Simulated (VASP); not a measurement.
A run of VASP 6.6.1 is set up as follows.

Contents of INCAR:

```
ALGO = Normal
EDIFF = 1E-7
ENCUT = 520
GGA = PE
ISIF = 2
ISMEAR = -1
LASPH = T
LCHARG = F
LREAL = F
LWAVE = F
NBANDS = 17
NELM = 100
PREC = Accurate
SIGMA = 0.06122561905347299
```

The input KPOINTS:

```
k-points
0
Gamma
  19 19 19
```

Contents of POSCAR:

```
SnO
1.0
    0.0000000000      2.5419975075      2.5419975075
    2.5419975075      0.0000000000      2.5419975075
    2.5419975075      2.5419975075      0.0000000000
Sn O
1 1
Direct
    0.0000000000      0.0000000000      0.0000000000
    0.5000000000      0.5000000000      0.5000000000
```

Potentials or basis: VASP PAW PBE potentials, release 64 (Sn_d, O).

Launch:

```bash
$ cat potpaw_PBE.64/Sn_d/POTCAR potpaw_PBE.64/O/POTCAR > POTCAR
$ mpirun -np 1 vasp_std > vasp.out
```

(1) Predict the band gap on the k mesh.

(2) Estimate the pressure.

Results:

(1) 0.10 eV.

(2) 2.0 GPa.

Caveat: semilocal functionals underestimate gaps, and a narrow one can read as zero; spin-orbit coupling is left out, which moves the levels of the heavy elements; an odd mesh through Γ misses points on the zone boundary, where band edges can lie.
